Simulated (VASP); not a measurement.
Write the native input for VASP 6.6.1 that does the following.

| Item | Value |
| --- | --- |
| Task | single point |
| Functional | LDA |
| Potentials or basis | VASP PAW LDA potentials, release 64 (Ca_sv) |
| Cutoff | 520 eV |
| k mesh | 14 × 14 × 14 |
| Occupations | gaussian, width 0.15 eV |
| Spin | no spin polarisation |
| Dipole correction | no |
| Further INCAR settings | ALGO = Fast; EDIFF = 1e-07; NBANDS = 11 |

The structure of Ca lies in POSCAR:

```
Ca
1.0
    3.4886563400      0.0000000000      0.0000000000
    0.0000000000      3.4886563400      0.0000000000
    0.0000000000      0.0000000000      3.6630891570
Ca
1
Direct
    0.0000000000      0.0000000000      0.0000000000
```

This cell differs from its parent crystal: strain +0.000 along x and y, +0.050 along z.

The input as run:

INCAR

```
PREC = Accurate
ENCUT = 520
EDIFF = 1E-7
ISMEAR = 0
SIGMA = 0.15
LREAL = False
LASPH = True
NELM = 100
ALGO = Fast
ISIF = 2
LWAVE = False
LCHARG = False
NBANDS = 11
```

KPOINTS

```
Automatic mesh
0
Gamma
  14 14 14
```

Potentials or basis: VASP PAW LDA potentials, release 64 (Ca_sv).

Launch:

```sh
$ cat potpaw_LDA.64/Ca_sv/POTCAR > POTCAR
$ mpirun -np 1 vasp_std > vasp.out
```

It gave:

```
Pressure               : -1.5 GPa
Band gap on the k mesh : zero (band 5 reaches 2.02 eV, above the bottom of band 6 at 0.91 eV)
```

Caveat: the cell differs from its parent crystal (strain +0.000 along x and y, +0.050 along z).

Run time: 56 s on 1 thread of Intel(R) Xeon(R) 6975P-C (Granite Rapids) (shared host), peak memory 0.25 GiB.
